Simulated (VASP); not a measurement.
Set up this calculation in VASP 6.6.1, as the native input.

* Task: single point
* Functional: PBEsol
* Potentials or basis: VASP PAW PBE potentials, release 64 (Na_pv)
* Cutoff: 520 eV
* k mesh: 12 × 12 × 8
* Occupations: gaussian, width 0.15 eV
* Spin: no spin polarisation
* Dipole correction: no
* Further INCAR settings: ALGO = Fast; EDIFF = 1e-07; NBANDS = 14

The structure of Na lies in POSCAR:

```
Na
1.0
    3.7670009976      0.0000000000      0.0000000000
   -1.8835004988      3.2623185600      0.0000000000
    0.0000000000      0.0000000000      6.1540000000
Na
2
Direct
    0.4023026862      0.8046053724      0.2500000000
    0.6666666667      0.3333333333      0.7500000000
```

This cell differs from its parent crystal: atom 1 (Na) moved by (+0.450, +0.000) A along y and z.

One way to write it, as run:

INCAR

```
PREC = Accurate ; ENCUT = 520
EDIFF = 1E-7 ; ISMEAR = 0
SIGMA = 0.15 ; LREAL = F
LASPH = T ; NELM = 60
ALGO = Fast ; ISIF = 2
LWAVE = F ; LCHARG = T
GGA = PS ; LELF = T
LVHAR = T ; NBANDS = 14
```

KPOINTS

```
Automatic mesh
0
Gamma
  12 12 8
```

Potentials or basis: VASP PAW PBE potentials, release 64 (Na_pv).

Launch:

```console
$ cat potpaw_PBE.64/Na_pv/POTCAR > POTCAR
$ mpirun -np 1 vasp_std > vasp.out
```

It gave:

- Pressure: -0.3 GPa
- Largest force: 0.071 eV/Å
- Band gap on the k mesh: zero (bands 7 and 8 overlap by 4.28 eV)

Caveat: the cell differs from its parent crystal (atom 1 (Na) moved by (+0.450, +0.000) A along y and z); the PAW data sets were made with another functional, which shifts forces and pressure a little.

Wall time 5 min on 1 thread of Intel Xeon 8259CL (shared host), peak memory 0.3 GiB.
